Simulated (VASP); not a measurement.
## Ga3Sb: single point with PBEsol+D3(BJ)

The system is Ga3Sb.

```xyz
4
Lattice="-2.0357 2.0357 4.3535 2.0357 -2.0357 4.3535 2.0357 2.0357 -4.3535" Properties=species:S:1:pos:R:3 pbc="T T T"
Ga    0.0000    2.0357    2.1767
Ga    2.0357    0.0000    2.1767
Ga    0.0000    0.0000    4.3535
Sb    0.0000    0.0000    0.0000
```

```yaml
Program: VASP 6.6.1
Task: single point
Functional: PBEsol
Dispersion: D3(BJ)
Potentials_or_basis: VASP PAW PBE potentials, release 64 (Ga_d, Sb)
Cutoff: 520 eV
k_mesh: 14 × 14 × 14
Occupations: gaussian, width 0.15 eV
Spin: no spin polarisation
```

```
Pressure                   : 6.7 GPa
Band gap on the k mesh     : zero (bands 22 and 23 overlap by 5.54 eV)
Dispersion energy per atom : -0.408 eV
```

Stress tensor (GPa, compression positive):
```
6.72 0.00 0.00
0.00 6.72 0.00
0.00 0.00 6.63
```

Levels at points of the mesh, in eV from the Fermi level:
```
           k point  band 20  band 21  band 22  band 23  band 24  band 25
(0.00, 0.00, 0.00)    -2.31    -2.31    -1.50    -0.76    -0.76     0.59
(0.50, 0.00, 0.00)    -1.36    -0.33    -0.30    -0.02     2.10     3.10
(0.50, 0.50, 0.00)    -5.51    -5.23    -0.09     0.19     0.32     0.88
(0.50, 0.50, 0.50)    -3.62    -2.41     2.83     3.17     3.17     4.09
```

It took 11 min on 1 thread of Intel(R) Xeon(R) Platinum 8488C (Sapphire Rapids) (shared host), peak memory 0.57 GiB.

Caveat: the cell stands under pressure; the PAW data sets were made with another functional, which shifts forces and pressure a little; spin-orbit coupling is left out, which moves the levels of the heavy elements.
